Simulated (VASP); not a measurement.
Runs of VASP 6.6.1 on Sc. The structure is that of space group Pm-3m (No. 221), or close to it. The cells are those of the table. This isn't the form of Sc at room conditions, which is hcp.

```tsv
task	cell	k mesh	cutoff (eV)	gap on the mesh (eV)	pressure (GPa)
single point	a = 2.776 Å, 1 atom	12 × 12 × 12	520	none	3.7
relaxation of cell and atoms	relaxed from a = 3.000 Å, 1 atom	10 × 10 × 10	600	none	0.0
single point	a = 2.854 Å, 1 atom	18 × 18 × 18	520	none	0.0
single point	a = 2.854 Å, 1 atom	12 × 12 × 12	520	none	0.0
single point	a = 2.854 Å, 1 atom	10 × 10 × 10	520	none	0.0
single point	a = 2.735 Å, 1 atom	12 × 12 × 12	520	none	(a)
single point	a = 2.929 Å, 1 atom	12 × 12 × 12	520	none	-2.8
single point	a = 2.892 Å, 1 atom	12 × 12 × 12	520	none	-1.5
```

Alike in all rows: level LDA; potentials or basis VASP PAW LDA potentials, release 64 (Sc_sv); no spin polarisation; smearing fermi-dirac 0.1 eV.

Question: Estimate the missing entries.

Answer: (a) 6.1.

Caveats: the cell stands under pressure (at least some runs).

A gap of «none» marks levels without a gap at the run's occupations.
